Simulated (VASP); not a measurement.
# SiC (Cmc2_1) in VASP: further runs, part 2 of 3

VASP 6.6.1. The steps go on from the part before.

## Step 3: Single point, r2SCAN (atoms displaced along a vibrational mode)

POSCAR reads:

```
SiC
1.0
    3.0759982064      0.0000000000      0.0000000000
   -1.5379991032      2.6638925888      0.0000000000
    0.0000000000      0.0000000000      5.0480000000
Si C
2 2
Direct
    0.3755647658      0.7511295316      0.0000000000
    0.6244352342      0.2488704684      0.5000000000
    0.2953355895      0.5906711790      0.3850000000
    0.7046644105      0.4093288210      0.8850000000
```

INCAR.step1 reads:

```
SYSTEM = SiC
ALGO     = Normal         ! electronic algorithm
EDIFF    = 1E-4           ! SCF threshold, eV
ENCUT    = 520            ! plane-wave cutoff, eV
GGA      = PE             ! functional
ISMEAR   = 0              ! smearing method
LASPH    = .True.         ! aspherical terms in the spheres
LCHARG   = .False.        ! write CHGCAR
LREAL    = .False.        ! projectors in reciprocal space
LWAVE    = .True.         ! write WAVECAR
NBANDS   = 16             ! bands
NELM     = 60             ! most SCF steps
PREC     = Accurate       ! precision mode
SIGMA    = 0.05           ! smearing width, eV
```

INCAR.step2 reads:

```
SYSTEM = SiC
ALGO     = Normal         ! electronic algorithm
EDIFF    = 1E-7           ! SCF threshold, eV
ENCUT    = 520            ! plane-wave cutoff, eV
ISIF     = 2              ! what is computed and relaxed
ISMEAR   = 0              ! smearing method
ISTART   = 1            
LASPH    = .True.         ! aspherical terms in the spheres
LCHARG   = .True.         ! write CHGCAR
LELF     = .True.         ! ELF
LMIXTAU  = .True.       
LREAL    = .False.        ! projectors in reciprocal space
LVHAR    = .True.       
LWAVE    = .False.        ! write WAVECAR
METAGGA  = R2SCAN         ! meta-GGA
NBANDS   = 16             ! bands
NELM     = 60             ! most SCF steps
PREC     = Accurate       ! precision mode
SIGMA    = 0.05           ! smearing width, eV
```

KPOINTS reads:

```
k-points
0
Gamma
  12 12 6
  0 0 0
```

Potentials or basis: VASP PAW PBE potentials, release 64 (Si, C).

Started as:

```sh
cat potpaw_PBE.64/Si/POTCAR potpaw_PBE.64/C/POTCAR > POTCAR
cp INCAR.step1 INCAR
mpirun -np 1 vasp_std > vasp.out
cp INCAR.step2 INCAR
mpirun -np 1 vasp_std > vasp.out
```

OUTCAR:

```text
SYSTEM = SiC
   EDIFF = 1E-7
   ENCUT = 520
   ISIF = 2
   ISMEAR = 0
   ISTART = 1
   LASPH = .True.
   LREAL = .False.
   METAGGA = R2SCAN
   NELM = 60
   PREC = Accurate

 ion  position               nearest neighbor table
   1  0.376  0.751  0.000-   4 1.85   4 1.88   4 1.88   3 1.99   2 2.85   2 2.85
   2  0.624  0.249  0.500-   3 1.85   3 1.88   3 1.88   4 1.99   1 2.85   1 2.85
   3  0.295  0.591  0.385-   2 1.85   2 1.88   2 1.88   1 1.99
   4  0.705  0.409  0.885-   1 1.85   1 1.88   1 1.88   2 1.99

  LATTYP: Found a hexagonal cell.
 ALAT       =     3.0759982064
 C/A-ratio  =     1.6410932846

  Lattice vectors:

 A1 = (   3.0759982064,   0.0000000000,   0.0000000000)
 A2 = (  -1.5379991032,   2.6638925888,   0.0000000000)
 A3 = (   0.0000000000,   0.0000000000,   5.0480000000)

Analysis of symmetry for initial positions (statically):
=====================================================================
 Subroutine PRICEL returns:
 Original cell was already a primitive cell.

 Routine SETGRP: Setting up the symmetry group for a
 hexagonal supercell.

 Subroutine GETGRP returns: Found  4 space group operations
 (whereof  2 operations were pure point group operations)
 out of a pool of 24 trial point group operations.

The static configuration has the point symmetry C_1h.
 The point group associated with its full space group is C_2v.

Analysis of symmetry for dynamics (positions and initial velocities):
=====================================================================
 Subroutine PRICEL returns:
 Original cell was already a primitive cell.

 Routine SETGRP: Setting up the symmetry group for a
 hexagonal supercell.

 Subroutine GETGRP returns: Found  4 space group operations
 (whereof  2 operations were pure point group operations)
 out of a pool of 24 trial point group operations.

The dynamic configuration has the point symmetry C_1h.
 The point group associated with its full space group is C_2v.

 Subroutine INISYM returns: Found  4 space group operations
 (whereof  2 operations are pure point group operations),
 and found     1 'primitive' translations

----------------------------------------------------------------------------------------

                                     Primitive cell

  volume of cell :      41.3640

  direct lattice vectors                    reciprocal lattice vectors
     3.075998206  0.000000000  0.000000000     0.325097719  0.187695255  0.000000000
    -1.537999103  2.663892589  0.000000000     0.000000000  0.375390511  0.000000000
     0.000000000  0.000000000  5.048000000     0.000000000  0.000000000  0.198098257

  length of vectors
     3.075998206  3.075998206  5.048000000     0.375390511  0.375390511  0.198098257

  position of ions in fractional coordinates (direct lattice)
     0.375564766  0.751129532  0.000000000
     0.624435234  0.248870468  0.500000000
     0.295335589  0.590671179  0.385000000
     0.704664411  0.409328821  0.885000000

  ion indices of the primitive-cell ions
   primitive index   ion index
                 1           1
                 2           2
[... 25 lines left out ...]
 ===========================================

 Found    172 irreducible k-points:

 Following reciprocal coordinates:
            Coordinates               Weight
  0.000000  0.000000  0.000000      1.000000
  0.083333 -0.000000  0.000000      4.000000
  0.000000  0.083333  0.000000      2.000000
  0.166667 -0.000000  0.000000      4.000000
  0.000000  0.166667  0.000000      2.000000
  0.250000  0.000000  0.000000      4.000000
[... 16 lines left out ...]
 -0.083333  0.416667  0.000000      4.000000
 -0.416667  0.333333  0.000000      4.000000
 [... further k-points ...]
   k-points           NKPTS =    172   k-points in BZ     NKDIM =    172   number of bands    NBANDS=     16
   number of dos      NEDOS =    301   number of ions     NIONS =      4
   total plane-waves  NPLWV =  23040
   dimension x,y,z NGX =    24 NGY =   24 NGZ =   40
   dimension x,y,z NGXF=    48 NGYF=   48 NGZF=   80
   ions per type =               2   2
   NGX,Y,Z   is equivalent  to a cutoff of  12.97, 12.97, 13.17 a.u.
   NGXF,Y,Z  is equivalent  to a cutoff of  25.94, 25.94, 26.35 a.u.
 SYSTEM =  SiC
   PREC   = accura    normal or accurate (medium, high low for compatibility)
   ISTART =      1    job   : 0-new  1-cont  2-samecut
   ICHARG =      0    charge: 1-file 2-atom 10-const
   ISPIN  =      1    spin polarized calculation?
   LNONCOLLINEAR =      F non collinear calculations
   LSORBIT =      F    spin-orbit coupling
   LASPH  =      T    aspherical Exc in radial PAW
   ENCUT  =  520.0 eV  38.22 Ry    6.18 a.u.   5.72  5.72  9.39*2*pi/ulx,y,z
   NELM   =     60;   NELMIN=  2; NELMDL=  0     # of ELM steps
   EDIFF  = 0.1E-06   stopping-criterion for ELM
   LREAL  =      F    real-space projection
   EDIFFG = 0.1E-05   stopping-criterion for IOM
   NSW    =      0    number of steps for IOM
   IBRION =     -1    ionic relax: 0-MD 1-quasi-New 2-CG
   NFREE  =      0    steps in history (QN), initial steepest desc. (CG)
   ISIF   =      2    stress and relaxation
   ISYM   =      2    0-nonsym 1-usesym 2-fastsym
   POTIM  = 0.5000    time-step for ionic-motion
   TEBEG  =    0.0;   TEEND  =   0.0 temperature during run
   PSTRESS=    0.0 pullay stress
   NELECT =      16.0000    total number of electrons
   NUPDOWN=      -1.0000    fix difference up-down
   EMIN   =  10.00;   EMAX   =-10.00  energy-range for DOS
   EFERMI =   0.00;   METHOD = LEGACY
   ISMEAR =     0;   SIGMA  =   0.05  broadening in eV -4-tet -1-fermi 0-gaus
   EFERMI_NEDOS =   21; number of points for ismear=-14 and -15
   IALGO  =     38    algorithm
   IMIX   =      4    mixing-type and parameters
     AMIX     =   0.40;   BMIX     =  1.00
     AMIX_MAG =   1.60;   BMIX_MAG =  1.00
  volume/ion in A,a.u.               =      10.34        69.78
  Fermi-wavevector in a.u.,A,eV,Ry     =   1.192818  2.254099 19.358564  1.422814
  Thomas-Fermi vector in A             =   2.328847
   LORBIT       =      0    0 simple, 1 ext, 2 COOP (PROOUT), +10 PAW based schemes
   METAGGA = R2SCAN    functional components
   LHFCALC =     F    Hartree Fock is set to
   AEXX    =    0.0000 exact exchange contribution
   IVDW    =     0    specifies the selected vdW correction
   LEPSILON=     F    determine dielectric tensor
   LRPA    =     F    only Hartree local field effects (RPA)
 non-spin polarized calculation
 Gauss-broadening in eV      SIGMA  =   0.05
  energy-cutoff  :      520.00
  volume of cell :       41.36
 maximum number of plane-waves:      1132
   NGX = 11   NGY = 11   NGZ = 19

 number of electron      16.0000001 magnetization

 Free energy of the ion-electron system (eV)
  ---------------------------------------------------
  ext. energy  EPLUGINS =         0.00000000
  ---------------------------------------------------
  free energy    TOTEN  =       -38.05839150 eV

  energy without entropy =      -38.05839150  energy(sigma->0) =      -38.05839150

 E-fermi :   8.8464     XC(G=0): -11.9535

 val. band max:        8.6042624831   @ k =   0.0000   0.0000   0.0000
 cond. band min:      10.6331476733   @ k =   0.3333   0.3333   0.0000
 fundamental gap:      2.0288851902
 Fermi energy:         8.8463820981

 k-point     1 :       0.0000    0.0000    0.0000
  band No.  band energies     occupation
      1      -8.1968      2.00000
      2      -4.6468      2.00000
      3      -0.5927      2.00000
      4       6.7411      2.00000
      5       6.7837      2.00000
      6       7.4000      2.00000
[... 433 lines left out ...]
      3       0.5707      2.00000
      4       2.0155      2.00000
      5       2.8616      2.00000
      6       4.2845      2.00000
[... 8 lines left out ...]
     15      19.7495      0.00000
     16      21.1410      0.00000

 [... further k-points ...]

------------------------ aborting loop because EDIFF is reached ----------------------------------------

  FORCE on cell =-STRESS in cart. coord.  units (eV):
  Direction    XX          YY          ZZ          XY          YZ          ZX
  --------------------------------------------------------------------------------------
  -------------------------------------------------------------------------------------
  Total        1.0808790     -1.3790058     -0.2118490      0.0000000      0.0000000      0.0000000
  in kB       41.8663907    -53.4139305     -8.2056873      0.0000000      0.0000000      0.0000000
  external PRESSURE =      -6.5844090 kB  Pullay stress =       0.0000000 kB

 VOLUME and BASIS-vectors are now :
 -----------------------------------------------------------------------------
  energy-cutoff  :      520.00
  volume of cell :       41.36
      direct lattice vectors                 reciprocal lattice vectors
     3.075998206  0.000000000  0.000000000     0.325097719  0.187695255  0.000000000
    -1.537999103  2.663892589  0.000000000     0.000000000  0.375390511  0.000000000
     0.000000000  0.000000000  5.048000000     0.000000000  0.000000000  0.198098257

 POSITION                                       TOTAL-FORCE (eV/Angst)
 -----------------------------------------------------------------------------------
      0.00000      2.00093      0.00000         0.000000     -1.812144      0.766328
      1.53800      0.66296      2.52400         0.000000      1.812144      0.766328
      0.00000      1.57348      1.94348         0.000000      0.651961     -0.766328
      1.53800      1.09041      4.46748         0.000000     -0.651961     -0.766328
 -----------------------------------------------------------------------------------
    total drift:                                0.000000      0.000000     -0.000246

  FREE ENERGIE OF THE ION-ELECTRON SYSTEM (eV)
  ---------------------------------------------------
  free  energy   TOTEN  =       -38.0583914979 eV

  energy  without entropy=      -38.0583914979  energy(sigma->0) =      -38.05839150
```

Run time: 4.4 min. Hardware: 1 thread of AMD EPYC 9R45 (Zen 5), shared host; peak memory 0.2 GiB.

What came out:

- Free energy: -38.0584 eV
- Pressure: -0.7 GPa
- Largest force: 1.968 eV/Å
- Band gap on the k mesh: 2.03 eV (least direct gap 4.26 eV)

Forces on the atoms (eV/Å):
```
Si   0.000 -1.812  0.766
Si   0.000  1.812  0.766
C    0.000  0.652 -0.766
C    0.000 -0.652 -0.766
```

Stress tensor (GPa, compression positive):
```
 4.19  0.00  0.00
 0.00 -5.34  0.00
 0.00  0.00 -0.82
```

Levels at points of the mesh, in eV from the valence-band top:
```tsv
k point	band 5	band 6	band 7	band 8	band 9	band 10	band 11	band 12
(0.00, 0.00, 0.00)	-1.82	-1.20	-0.18	0.00	4.94	5.69	5.93	7.27
(0.50, 0.00, 0.00)	-5.75	-3.87	-3.60	-2.21	2.95	4.70	6.68	6.74
(0.00, 0.50, 0.00)	-5.81	-3.92	-3.13	-1.74	2.93	2.99	6.64	7.53
(0.00, 0.00, 0.50)	-1.45	-1.45	-1.12	-1.12	5.81	5.81	7.14	7.14
(0.50, 0.00, 0.50)	-3.37	-3.37	-2.21	-2.21	2.95	2.95	5.11	5.11
(0.00, 0.50, 0.50)	-3.01	-3.01	-2.73	-2.73	3.09	3.09	5.29	5.29
```

Caveat: the cell differs from its parent crystal (atoms displaced along a vibrational mode); the PAW data sets were made with another functional, which shifts forces and pressure a little.

(Continued in part 3 of 3.)
